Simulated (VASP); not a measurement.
Crystal: GaSb.

```
CELL_PARAMETERS angstrom
0.00000 3.07926 3.07926
3.07926 0.00000 3.07926
3.07926 3.07926 0.00000
ATOMIC_POSITIONS crystal
Sb 0.75000 0.75000 0.75000
Ga 0.00000 0.00000 0.00000
```

Base run:

- Program: VASP 6.6.1
- Functional: PBEsol
- Dispersion: D3(BJ)
- Potentials or basis: VASP PAW PBE potentials, release 64 (Sb, Ga_d)
- Cutoff: 520 eV
- k mesh: 8 × 8 × 8
- Occupations: fermi-dirac, width 0.05 eV
- Spin: no spin polarisation

Its results: band gap on the k mesh zero (filled and empty bands touch); pressure -2.7 GPa.

**Question.** The run is repeated on the same cell with these changes: functional from PBEsol to RPBE. What comes out?

**Answer.** Band gap on the k mesh zero (filled and empty bands touch); pressure -6.3 GPa.

Caveats: the PAW data sets were made with another functional, which shifts forces and pressure a little; spin-orbit coupling is left out, which moves the levels of the heavy elements; pairwise dispersion overbinds metals, which lowers pressure and volume.
